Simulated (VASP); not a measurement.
Here is a VASP 6.6.1 calculation.

The input INCAR:

```
PREC     = Accurate       # precision mode
ENCUT    = 520            # plane-wave cutoff, eV
EDIFF    = 1E-6           # SCF threshold, eV
ISMEAR   = -1             # smearing method
SIGMA    = 0.08           # smearing width, eV
LREAL    = False          # projectors in reciprocal space
LASPH    = True           # aspherical terms in the spheres
NELM     = 100            # most SCF steps
ALGO     = Normal         # electronic algorithm
ISIF     = 2              # what is computed and relaxed
LWAVE    = False          # write WAVECAR
LCHARG   = True           # write CHGCAR
GGA      = PE             # functional
LELF     = True           # ELF
LVHAR    = True         
NBANDS   = 9              # bands
```

File KPOINTS:

```
Automatic mesh
0
Gamma
  20 20 20
```

The input POSCAR:

```
S
1.0
   -1.3406107797      1.3406107797      1.3406107797
    1.3406107797     -1.3406107797      1.3406107797
    1.3406107797      1.3406107797     -1.3406107797
S
1
Direct
    0.0000000000      0.0000000000      0.0000000000
```

Potentials or basis: VASP PAW PBE potentials, release 64 (S).

Launch:

```bash
$ cat potpaw_PBE.64/S/POTCAR > POTCAR
$ mpirun -np 1 vasp_std > vasp.out
```

**Question.** Estimate the band gap on the k mesh.

**Answer.** Zero (bands 3 and 4 overlap by 14.92 eV).

**Question.** Predict the pressure.

**Answer.** 108.8 GPa.

Caveat: the cell stands under pressure.
